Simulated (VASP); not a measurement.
## YMn3: single point with PBE

The system is YMn3.

```
CELL_PARAMETERS angstrom
4.00622 0.00000 0.00000
0.00000 4.00622 0.00000
0.00000 0.00000 4.00622
ATOMIC_POSITIONS crystal
Y 0.00000 0.00000 0.00000
Mn 0.00000 0.50000 0.50000
Mn 0.50000 0.00000 0.50000
Mn 0.50000 0.50000 0.00000
```

```json
{
  "Program": "VASP 6.6.1",
  "Task": "single point",
  "Functional": "PBE",
  "Potentials or basis": "VASP PAW PBE potentials, release 64 (Y_sv, Mn_pv)",
  "Cutoff": "500 eV",
  "k mesh": "4 × 4 × 4",
  "Occupations": "gaussian, width 0.1 eV",
  "Spin": "collinear spin, ferromagnetic start",
  "Starting moments": "[0.0, 4.0, 4.0, 4.0] μB"
}
```

The pressure is 6.1 GPa. The net moment is 9.62 μB per cell and the site moments are Y -0.12; Mn +3.13 μB. The valence electrons inside the program's atomic spheres are Y 10.19; Mn 11.61.

Levels at points of the mesh, in eV from the Fermi level:
Spin up:
| k point | band 26 | band 27 | band 28 | band 29 | band 30 | band 31 | band 32 | band 33 | band 34 | band 35 |
| --- | --- | --- | --- | --- | --- | --- | --- | --- | --- | --- |
| (0.00, 0.00, 0.00) | -0.46 | -0.03 | -0.03 | -0.03 | 2.62 | 2.62 | 2.62 | 2.92 | 2.92 | 5.57 |
| (0.50, 0.00, 0.00) | -1.27 | -1.25 | -1.25 | -0.77 | -0.03 | 1.82 | 1.82 | 2.35 | 4.66 | 5.34 |
| (0.50, 0.50, 0.00) | -1.44 | -1.44 | -1.34 | -1.21 | -0.87 | 1.31 | 1.31 | 2.75 | 2.75 | 4.86 |
| (0.50, 0.50, 0.50) | -0.46 | -0.29 | -0.29 | -0.29 | 1.15 | 1.15 | 1.15 | 1.98 | 1.98 | 1.98 |
Spin down:
```csv
k point,band 16,band 17,band 18,band 19,band 20,band 21,band 22,band 23,band 24,band 25
"(0.00, 0.00, 0.00)",-2.78,-1.42,-1.34,-1.34,-1.34,1.03,1.03,1.03,2.42,2.42
"(0.50, 0.00, 0.00)",-1.75,-0.75,-0.37,-0.37,-0.34,-0.15,0.16,0.16,1.15,1.60
"(0.50, 0.50, 0.00)",-1.62,-1.62,-0.32,-0.23,-0.23,0.11,0.11,0.43,0.56,0.60
"(0.50, 0.50, 0.50)",-2.83,-1.23,0.01,0.62,0.62,0.62,1.20,1.20,1.20,1.25
```

Wall time 52 s on 1 thread of AMD EPYC 7R13 Processor (Zen 3), on a shared host, peak memory 0.18 GiB.

Caveat: the k points lie up to 0.39 Å⁻¹ apart.
